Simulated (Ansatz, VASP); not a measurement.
One calculation of Br, two programs

File INCAR:

```
ALGO = Normal ; EDIFF = 1E-7
ENCUT = 520 ; ISIF = 2
ISMEAR = -1 ; LASPH = T
LCHARG = F ; LREAL = F
LWAVE = F ; NBANDS = 14
NELM = 100 ; PREC = Accurate
SIGMA = 0.08
```

The input KPOINTS:

```
k-points
0
Gamma
  11 11 11
```

Contents of POSCAR:

```
Br
1.0
    0.0000000000      3.0563521740      3.0563521740
    3.0563521740      0.0000000000      3.0563521740
    3.0563521740      3.0563521740      0.0000000000
Br
2
Direct
   -0.1250000000     -0.1250000000     -0.1250000000
    0.1250000000      0.1250000000      0.1250000000
```

Input for Ansatz:

```yaml
crystal:
  lattice:
    - [0.0, 3.056352174, 3.056352174]
    - [3.056352174, 0.0, 3.056352174]
    - [3.056352174, 3.056352174, 0.0]
  atoms:
    - { symbol: Br, position: [-0.125, -0.125, -0.125] }
    - { symbol: Br, position: [0.125, 0.125, 0.125] }
kpoints:
  mp_grid: { grid: [11, 11, 11] }
  band_path:
    path:
      - [0.0, 0.0, 0.0]
      - [0.5, 0.0, 0.5]
      - [0.625, 0.25, 0.625]
      - [0.375, 0.375, 0.75]
      - [0.0, 0.0, 0.0]
      - [0.5, 0.5, 0.5]
      - [0.5, 0.25, 0.75]
      - [0.5, 0.0, 0.5]
    npoints: 8
scf:
  occupations: { method: fermi_dirac, width: 0.08 }
hamiltonian:
  xc: lda
  pseudopotentials: { kind: all_electron, lapw: { basis_error: 0.001 } }
output:
  forces: true
  stress: true
  eigenvalues: true
  populations: true
  dos: { projected: true, de: 0.2, e_range: [-14, 8] }
```

Change from the starting cell: volume scaled by 0.75, LAPW.

Alike in both runs: task single point; functional LDA; k mesh 11 × 11 × 11; occupations fermi-dirac, width 0.08 eV; no spin polarisation.

|  | VASP | Ansatz |
| --- | --- | --- |
| version | VASP 6.6.1 | Ansatz 0.2.0 |
| potentials or method | VASP PAW LDA potentials, release 64 (Br), cutoff 520 eV | all-electron LAPW, scalar-relativistic |

VASP gave:

```
pressure (GPa) : 12.4
```

Problem. What did Ansatz give for the same quantities?

Solution. Pressure (GPa): 12.3.

LDA's correlation is that of Perdew and Zunger in VASP and of Perdew and Wang (1992) in Ansatz. Ansatz ran all-electron here, and VASP with PAW potentials.
